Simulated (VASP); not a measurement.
# Ta in VASP: a series of runs, part 2 of 2

VASP 6.6.1. The steps go on from the part before.

## 3. Single point, r2SCAN (functional r2SCAN, strained)

Contents of POSCAR:

```
Ta
1.0
    2.9205296585      0.0000000000      0.0000000000
   -1.4602648293      2.5292528768      0.0000000000
    0.0000000000      0.0000000000      5.1246854943
Ta
2
Direct
    0.6666666700      0.3333333300      0.7500000000
    0.3333333300      0.6666666700      0.2500000000
```

Contents of INCAR.step1:

```
SYSTEM = Ta
ALGO = Normal
EDIFF = 1E-4
ENCUT = 520
GGA = PE
ISMEAR = 0
LASPH = .TRUE.
LCHARG = .FALSE.
LREAL = .FALSE.
LWAVE = .TRUE.
NBANDS = 18
NELM = 100
PREC = Accurate
SIGMA = 0.1
```

Contents of INCAR.step2:

```
SYSTEM = Ta
ALGO = Normal
EDIFF = 1E-6
ENCUT = 520
ISIF = 2
ISMEAR = 0
ISTART = 1
LASPH = .TRUE.
LCHARG = .FALSE.
LMIXTAU = .TRUE.
LREAL = .FALSE.
LWAVE = .FALSE.
METAGGA = R2SCAN
NBANDS = 18
NELM = 100
PREC = Accurate
SIGMA = 0.1
```

Contents of KPOINTS:

```
k-points
0
G
  18 18 8
  0 0 0
```

Potentials or basis: VASP PAW PBE potentials, release 64 (Ta_pv).

Launch:

```bash
$ cat potpaw_PBE.64/Ta_pv/POTCAR > POTCAR
$ cp INCAR.step1 INCAR
$ mpirun -np 1 vasp_std > vasp.out
$ cp INCAR.step2 INCAR
$ mpirun -np 1 vasp_std > vasp.out
```

OUTCAR:

```text
SYSTEM = Ta
   EDIFF = 1E-6
   ENCUT = 520
   ISIF = 2
   ISMEAR = 0
   ISTART = 1
   LASPH = .TRUE.
   LREAL = .FALSE.
   METAGGA = R2SCAN
   NELM = 100
   PREC = Accurate

 ion  position               nearest neighbor table
   1  0.667  0.333  0.750-   2 3.07   2 3.07   2 3.07   2 3.07   2 3.07   2 3.07
   2  0.333  0.667  0.250-   1 3.07   1 3.07   1 3.07   1 3.07   1 3.07   1 3.07

  LATTYP: Found a hexagonal cell.
 ALAT       =     2.9205296585
 C/A-ratio  =     1.7547109920

  Lattice vectors:

 A1 = (   2.9205296585,   0.0000000000,   0.0000000000)
 A2 = (  -1.4602648293,   2.5292528768,   0.0000000000)
 A3 = (   0.0000000000,   0.0000000000,   5.1246854943)

Analysis of symmetry for initial positions (statically):
=====================================================================
 Subroutine PRICEL returns:
 Original cell was already a primitive cell.

 Routine SETGRP: Setting up the symmetry group for a
 hexagonal supercell.

 Subroutine GETGRP returns: Found 24 space group operations
 (whereof 12 operations were pure point group operations)
 out of a pool of 24 trial point group operations.

The static configuration has the point symmetry D_3d.
 The point group associated with its full space group is D_6h.

Analysis of symmetry for dynamics (positions and initial velocities):
=====================================================================
 Subroutine PRICEL returns:
 Original cell was already a primitive cell.

 Routine SETGRP: Setting up the symmetry group for a
 hexagonal supercell.

 Subroutine GETGRP returns: Found 24 space group operations
 (whereof 12 operations were pure point group operations)
 out of a pool of 24 trial point group operations.

The dynamic configuration has the point symmetry D_3d.
 The point group associated with its full space group is D_6h.

 Subroutine INISYM returns: Found 24 space group operations
 (whereof 12 operations are pure point group operations),
 and found     1 'primitive' translations
[... 106 lines left out ...]
   NELECT =      22.0000    total number of electrons
   NUPDOWN=      -1.0000    fix difference up-down
   EMIN   =  10.00;   EMAX   =-10.00  energy-range for DOS
   EFERMI =   0.00;   METHOD = LEGACY
   ISMEAR =     0;   SIGMA  =   0.10  broadening in eV -4-tet -1-fermi 0-gaus
   EFERMI_NEDOS =   21; number of points for ismear=-14 and -15
   IALGO  =     38    algorithm
   IMIX   =      4    mixing-type and parameters
     AMIX     =   0.40;   BMIX     =  1.00
     AMIX_MAG =   1.60;   BMIX_MAG =  1.00
  volume/ion in A,a.u.               =      18.93       127.73
  Fermi-wavevector in a.u.,A,eV,Ry     =   1.366182  2.581710 25.394654  1.866454
  Thomas-Fermi vector in A             =   2.492345
   LORBIT       =      0    0 simple, 1 ext, 2 COOP (PROOUT), +10 PAW based schemes
   METAGGA = R2SCAN    functional components
   LHFCALC =     F    Hartree Fock is set to
   AEXX    =    0.0000 exact exchange contribution
   IVDW    =     0    specifies the selected vdW correction
   LEPSILON=     F    determine dielectric tensor
   LRPA    =     F    only Hartree local field effects (RPA)
 non-spin polarized calculation
 Gauss-broadening in eV      SIGMA  =   0.10
  energy-cutoff  :      520.00
  volume of cell :       37.85
 maximum number of plane-waves:      1051
 NGX is ok and might be reduce to    24
   NGX = 11   NGY = 11   NGZ = 19

 number of electron      22.0000004 magnetization

 Free energy of the ion-electron system (eV)
  ---------------------------------------------------
  ext. energy  EPLUGINS =         0.00000000
  ---------------------------------------------------
  free energy    TOTEN  =       -96.55125941 eV

  energy without entropy =      -96.53898638  energy(sigma->0) =      -96.54512290

 E-fermi :   5.4041     XC(G=0): -13.4689

 val. band max:        5.3984120043   @ k =   0.2778   0.2778   0.0000
 cond. band min:       5.4110824838   @ k =   0.3333   0.0000   0.3750
 fundamental gap:      0.0126704796
 Fermi energy:         5.4040688097

 k-point     1 :       0.0000    0.0000    0.0000
  band No.  band energies     occupation
      1     -30.4113      2.00000
      2     -29.5386      2.00000
      3     -29.4777      2.00000
      4     -29.4777      2.00000
      5     -29.3870      2.00000
      6     -29.3870      2.00000
[... 481 lines left out ...]
      5     -29.6892      2.00000
      6     -29.6545      2.00000
[... 10 lines left out ...]
     17      12.8304      0.00000
     18      14.5993      0.00000

 [... further k-points ...]
[... 5 lines left out ...]
  --------------------------------------------------------------------------------------
  -------------------------------------------------------------------------------------
  Total       -1.1409736     -1.1409736     -0.5936634      0.0000000      0.0000000     -0.0000000
  in kB      -48.2908774    -48.2908774    -25.1263693      0.0000000      0.0000000     -0.0000000
  external PRESSURE =     -40.5693747 kB  Pullay stress =       0.0000000 kB

 VOLUME and BASIS-vectors are now :
 -----------------------------------------------------------------------------
  energy-cutoff  :      520.00
  volume of cell :       37.85
      direct lattice vectors                 reciprocal lattice vectors
     2.920529659  0.000000000  0.000000000     0.342403645  0.197686837  0.000000000
    -1.460264829  2.529252877  0.000000000     0.000000000  0.395373673  0.000000000
     0.000000000  0.000000000  5.124685494     0.000000000  0.000000000  0.195133926

 POSITION                                       TOTAL-FORCE (eV/Angst)
 -----------------------------------------------------------------------------------
      1.46026      0.84308      3.84351         0.000000     -0.000000      0.000000
     -0.00000      1.68617      1.28117        -0.000000      0.000000      0.000000
 -----------------------------------------------------------------------------------
    total drift:                               -0.000001      0.000001     -0.000000

  FREE ENERGIE OF THE ION-ELECTRON SYSTEM (eV)
  ---------------------------------------------------
  free  energy   TOTEN  =       -96.5512594135 eV

  energy  without entropy=      -96.5389863822  energy(sigma->0) =      -96.54512290
```

OUTCAR.step1:

```text
SYSTEM = Ta
   EDIFF = 1E-4
   ENCUT = 520
   GGA = PE
   ISMEAR = 0
   LASPH = .TRUE.
   LREAL = .FALSE.
[... 728 lines left out ...]
      1.46026      0.84308      3.84351         0.000000     -0.000000      0.000000
     -0.00000      1.68617      1.28117        -0.000000      0.000000      0.000000
 -----------------------------------------------------------------------------------
    total drift:                               -0.000001      0.000001     -0.000000

  FREE ENERGIE OF THE ION-ELECTRON SYSTEM (eV)
  ---------------------------------------------------
  free  energy   TOTEN  =       -23.0705126913 eV

  energy  without entropy=      -23.0576675733  energy(sigma->0) =      -23.06409013
```

OSZICAR.step1:

```text
N       E                     dE             d eps       ncg     rms          rms(c)
DAV:   1     0.169875772411E+03    0.16988E+03   -0.12900E+04  6676   0.126E+03
DAV:   2    -0.196906061889E+02   -0.18957E+03   -0.18660E+03  8210   0.357E+02
DAV:   3    -0.239848466594E+02   -0.42942E+01   -0.42222E+01  7984   0.500E+01
DAV:   4    -0.240177207608E+02   -0.32874E-01   -0.32811E-01  7558   0.456E+00
DAV:   5    -0.240179518733E+02   -0.23111E-03   -0.23110E-03  7560   0.374E-01    0.173E+01
DAV:   6    -0.232976397444E+02    0.72031E+00   -0.79078E-01  7392   0.775E+00    0.834E+00
DAV:   7    -0.230732653786E+02    0.22437E+00   -0.68255E-01  7622   0.682E+00    0.511E-01
DAV:   8    -0.230705390064E+02    0.27264E-02   -0.99712E-03  7356   0.858E-01    0.139E-01
DAV:   9    -0.230705126913E+02    0.26315E-04   -0.31038E-04  7400   0.148E-01
   1 F= -.23070513E+02 E0= -.23064090E+02  d E =-.128451E-01
```

Wall time 2.3 min (1 thread of Intel Xeon 6975P-C (Granite Rapids), shared host); peak memory 0.24 GiB.

Results:

- Free energy: -96.5513 eV
- Pressure: -4.1 GPa
- Band gap on the k mesh: zero (band 11 reaches 6.74 eV, above the bottom of band 12 at 4.61 eV)

Levels at points of the mesh, in eV from the Fermi level:
| k point | band 8 | band 9 | band 10 | band 11 | band 12 | band 13 | band 14 | band 15 |
| --- | --- | --- | --- | --- | --- | --- | --- | --- |
| (0.00, 0.00, 0.00) | -5.09 | -0.42 | -0.25 | 0.66 | 0.66 | 1.28 | 1.28 | 3.10 |
| (0.50, 0.00, 0.00) | -3.98 | -3.40 | -0.72 | -0.25 | 0.57 | 0.93 | 5.89 | 6.50 |
| (0.00, 0.00, 0.50) | -6.66 | -1.20 | -1.20 | 0.71 | 0.71 | 0.71 | 0.71 | 4.65 |
| (0.50, 0.00, 0.50) | -4.47 | -2.31 | -2.31 | 1.34 | 1.34 | 2.76 | 2.76 | 5.78 |

Caveat: the cell differs from its parent crystal (functional r2SCAN, strained); the PAW data sets were made with another functional, which shifts forces and pressure a little; spin-orbit coupling is left out, which moves the levels of the heavy elements.

## 4. Single point, PBEsol

This run uses another cell than the first one, of 18.12 Å³/atom, 1.016 times its volume.

Contents of INCAR:

```
PREC = Accurate ; ENCUT = 520
EDIFF = 1E-6 ; ISMEAR = 0
SIGMA = 0.15 ; LREAL = F
LASPH = T ; NELM = 100
ALGO = Fast ; ISIF = 2
LWAVE = F ; LCHARG = F
GGA = PS ; NBANDS = 18
```

Contents of KPOINTS:

```
Automatic mesh
0
Gamma
  24 24 12
```

Contents of POSCAR:

```
Ta
1.0
    2.8669354486      0.0000000000      0.0000000000
   -1.4334677243      2.4828389295      0.0000000000
    0.0000000000      0.0000000000      5.0914149207
Ta
2
Direct
    0.6666666667      0.3333333333      0.7500000000
    0.3333333333      0.6666666667      0.2500000000
```

Launch:

```bash
$ cat potpaw_PBE.64/Ta_pv/POTCAR > POTCAR
$ mpirun -np 1 vasp_std > vasp.out
```

Run time: 2.8 min. Hardware: 1 thread of Intel Xeon Platinum 8259CL at 2.50GHz (Skylake/Cascade Lake), shared host; peak memory 0.34 GiB.

The run converged. Its results:

```yaml
Free_energy: -24.5236 eV
Pressure: 0.2 GPa
Band_gap_on_the_k_mesh: zero (band 11 reaches 7.33 eV, above the bottom of band 12 at 4.94 eV)
```

Stress tensor (GPa, compression positive):
```
0.19 0.00 0.00
0.00 0.19 0.00
0.00 0.00 0.08
```

Levels at points of the mesh, in eV from the Fermi level:
```
           k point  band 8  band 9  band 10  band 11  band 12  band 13  band 14  band 15
(0.00, 0.00, 0.00)   -5.02   -0.58     0.04     0.59     0.59     1.19     1.19     3.05
(0.50, 0.00, 0.00)   -4.00   -3.49    -0.39    -0.37     0.55     0.83     5.80     6.71
(0.00, 0.00, 0.50)   -6.42   -1.19    -1.19     0.64     0.64     0.64     0.64     4.59
(0.50, 0.00, 0.50)   -4.48   -2.40    -2.40     1.63     1.63     2.67     2.67     5.81
```

Caveat: the PAW data sets were made with another functional, which shifts forces and pressure a little; spin-orbit coupling is left out, which moves the levels of the heavy elements.

## 5. Single point, PBEsol

This run uses another cell than the first one, of 18.12 Å³/atom, 1.016 times its volume.

INCAR: that of step 4 with these lines changed.

```diff
@@ -1,3 +1,3 @@
 PREC = Accurate ; ENCUT = 520
-EDIFF = 1E-6 ; ISMEAR = 0
+EDIFF = 1E-7 ; ISMEAR = 0
 SIGMA = 0.15 ; LREAL = F
```

Contents of KPOINTS:

```
Automatic mesh
0
Gamma
  24 24 14
```

POSCAR is that of step 4.

Potentials or basis: VASP PAW PBE potentials, release 64 (Ta_pv).

Launch:

```bash
$ cat potpaw_PBE.64/Ta_pv/POTCAR > POTCAR
$ mpirun -np 1 vasp_std > vasp.out
```

OUTCAR:

```text
PREC = Accurate
   ENCUT = 520
   EDIFF = 1E-7
   ISMEAR = 0
   LREAL = F
   LASPH = T
   NELM = 100
   ISIF = 2
   GGA = PS

 ion  position               nearest neighbor table
   1  0.667  0.333  0.750-   2 3.04   2 3.04   2 3.04   2 3.04   2 3.04   2 3.04
   2  0.333  0.667  0.250-   1 3.04   1 3.04   1 3.04   1 3.04   1 3.04   1 3.04

  LATTYP: Found a hexagonal cell.
 ALAT       =     2.8669354486
 C/A-ratio  =     1.7759084611

  Lattice vectors:

 A1 = (   2.8669354486,   0.0000000000,   0.0000000000)
 A2 = (  -1.4334677243,   2.4828389295,   0.0000000000)
 A3 = (   0.0000000000,   0.0000000000,   5.0914149207)

Analysis of symmetry for initial positions (statically):
=====================================================================
 Subroutine PRICEL returns:
 Original cell was already a primitive cell.

 Routine SETGRP: Setting up the symmetry group for a
 hexagonal supercell.

 Subroutine GETGRP returns: Found 24 space group operations
 (whereof 12 operations were pure point group operations)
 out of a pool of 24 trial point group operations.

[... 157 lines left out ...]

 Free energy of the ion-electron system (eV)
  ---------------------------------------------------
  ext. energy  EPLUGINS =         0.00000000
  ---------------------------------------------------
  free energy    TOTEN  =       -24.52355994 eV

  energy without entropy =      -24.49602887  energy(sigma->0) =      -24.50979440

 E-fermi :   5.6948     XC(G=0): -12.6858

 val. band max:        5.6923472070   @ k =   0.2917   0.2500   0.0000
 cond. band min:       5.6947930901   @ k =   0.3750   0.0833   0.0714
 fundamental gap:      0.0024458832
 Fermi energy:         5.6947830265

 k-point     1 :       0.0000    0.0000    0.0000
  band No.  band energies     occupation
      1     -28.8050      2.00000
      2     -27.8686      2.00000
      3     -27.7554      2.00000
      4     -27.7554      2.00000
      5     -27.6608      2.00000
      6     -27.6608      2.00000
[... 481 lines left out ...]
      5     -28.0202      2.00000
      6     -27.9005      2.00000
[... 10 lines left out ...]
     17      13.1107      0.00000
     18      13.8496      0.00000

 [... further k-points ...]
[... 5 lines left out ...]
  --------------------------------------------------------------------------------------
  -------------------------------------------------------------------------------------
  Total        0.0303595      0.0303595      0.0152697     -0.0000000     -0.0000000      0.0000000
  in kB        1.3421467      1.3421467      0.6750520     -0.0000000     -0.0000000      0.0000000
  external PRESSURE =       1.1197818 kB  Pullay stress =       0.0000000 kB

 VOLUME and BASIS-vectors are now :
 -----------------------------------------------------------------------------
  energy-cutoff  :      520.00
  volume of cell :       36.24
      direct lattice vectors                 reciprocal lattice vectors
     2.866935449  0.000000000  0.000000000     0.348804505  0.201382375  0.000000000
    -1.433467724  2.482838930  0.000000000     0.000000000  0.402764750  0.000000000
     0.000000000  0.000000000  5.091414921     0.000000000  0.000000000  0.196409056

 POSITION                                       TOTAL-FORCE (eV/Angst)
 -----------------------------------------------------------------------------------
      1.43347      0.82761      3.81856        -0.000000      0.000000      0.000000
     -0.00000      1.65523      1.27285         0.000000     -0.000000      0.000000
 -----------------------------------------------------------------------------------
    total drift:                               -0.000000      0.000000     -0.000000

  FREE ENERGIE OF THE ION-ELECTRON SYSTEM (eV)
  ---------------------------------------------------
  free  energy   TOTEN  =       -24.5235599362 eV

  energy  without entropy=      -24.4960288722  energy(sigma->0) =      -24.50979440
```

Wall time 4.7 min (1 thread of Intel Xeon Platinum 8259CL at 2.50GHz (Skylake/Cascade Lake), shared host); peak memory 0.37 GiB.

Results:

* Free energy: -24.5236 eV
* Pressure: 0.1 GPa
* Band gap on the k mesh: zero (band 11 reaches 7.33 eV, above the bottom of band 12 at 4.94 eV)

Caveat: the PAW data sets were made with another functional, which shifts forces and pressure a little; spin-orbit coupling is left out, which moves the levels of the heavy elements.

## 6. Summary

```csv
level,cell,k mesh,smearing,gap on the mesh (eV),pressure (GPa)
PBEsol,"a = 2.792, b = 2.792, c = 5.283 Å, angles 90.0, 90.0, 120.0°, 2 atoms",15 × 15 × 8,gaussian 0.1 eV,none,5.9
r2SCAN,"a = 2.921, b = 2.921, c = 5.125 Å, angles 90.0, 90.0, 120.0°, 2 atoms",18 × 18 × 8,gaussian 0.1 eV,none,-4.1
PBEsol,"a = 2.867, b = 2.867, c = 5.091 Å, angles 90.0, 90.0, 120.0°, 2 atoms",24 × 24 × 12,gaussian 0.15 eV,none,0.2
PBEsol,"a = 2.867, b = 2.867, c = 5.091 Å, angles 90.0, 90.0, 120.0°, 2 atoms",24 × 24 × 14,gaussian 0.15 eV,none,0.1
```

Alike in all rows: task single point; potentials or basis VASP PAW PBE potentials, release 64 (Ta_pv); no spin polarisation; cutoff (eV) 520.

Caveats: the PAW data sets were made with another functional, which shifts forces and pressure a little; spin-orbit coupling is left out, which moves the levels of the heavy elements.

Absolute energies hang on the potentials; compare differences alone.
